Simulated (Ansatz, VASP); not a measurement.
## WS2: VASP beside Ansatz

The input INCAR:

```
SYSTEM = WS2
PREC = Accurate
ENCUT = 520
EDIFF = 1E-7
ISMEAR = -1
SIGMA = 0.05
LREAL = .FALSE.
LASPH = .TRUE.
NELM = 80
ALGO = Normal
ISIF = 2
LWAVE = .FALSE.
LCHARG = .FALSE.
GGA = PS
NBANDS = 35
```

KPOINTS

```
regular mesh
0
G
  10 10 2
  0 0 0
```

File POSCAR:

```
WS2
1.0
    3.2042900260      0.0000000000      0.0000000000
   -1.6021450130      2.7749965635      0.0000000000
    0.0000000000      0.0000000000     23.8255145947
W S
2 4
Direct
    0.6666666667      0.3333333333      0.3626824600
    0.3333333333      0.6666666667      0.6373175400
    0.6666666667      0.3333333333      0.7031838900
    0.3333333333      0.6666666667      0.4285581700
    0.6666666667      0.3333333333      0.5714418300
    0.3333333333      0.6666666667      0.2968161100
```

File input.yaml:

```yaml
crystal:
  lattice:
    - [3.204290026, 0.0, 0.0]
    - [-1.602145013, 2.7749965635, 0.0]
    - [0.0, 0.0, 23.8255145947]
  atoms:
    - { symbol: W, position: [0.6666666667, 0.3333333333, 0.36268246] }
    - { symbol: W, position: [0.3333333333, 0.6666666667, 0.63731754] }
    - { symbol: S, position: [0.6666666667, 0.3333333333, 0.70318389] }
    - { symbol: S, position: [0.3333333333, 0.6666666667, 0.42855817] }
    - { symbol: S, position: [0.6666666667, 0.3333333333, 0.57144183] }
    - { symbol: S, position: [0.3333333333, 0.6666666667, 0.29681611] }
kpoints:
  mp_grid: { grid: [10, 10, 2] }
scf:
  occupations: { method: fermi_dirac, width: 0.05 }
hamiltonian:
  xc: pbesol
  pseudopotentials: { kind: all_electron, lapw: { basis_error: 0.001 } }
output:
  forces: true
  stress: true
  eigenvalues: true
```

Change from the starting cell: volume scaled by 1.02.

Alike in both runs: task single point; functional PBEsol; k mesh 10 × 10 × 2; occupations fermi-dirac, width 0.05 eV; no spin polarisation.

|  | VASP | Ansatz |
| --- | --- | --- |
| version | VASP 6.6.1 | Ansatz 0.2.0 |
| potentials or method | VASP PAW PBE potentials, release 64 (W_sv, S), cutoff 520 eV | all-electron LAPW, scalar-relativistic |

|  | VASP | Ansatz | Ansatz less VASP |
| --- | --- | --- | --- |
| gap on the k mesh at the Fermi level (eV) | 1.63 | 1.62 | -0.009 |
| least direct gap on the mesh (eV) | 2.07 | 2.06 | -0.003 |
| rms of the force components (eV/Å) | 0.200 | 0.208 | +0.0080 |

VASP's potentials were made for PBE, not for PBEsol. Atom by atom the forces differ by 0.008 eV/Å (rms over components). Ansatz ran all-electron here, and VASP with PAW potentials.

Neither program's run includes spin-orbit coupling.
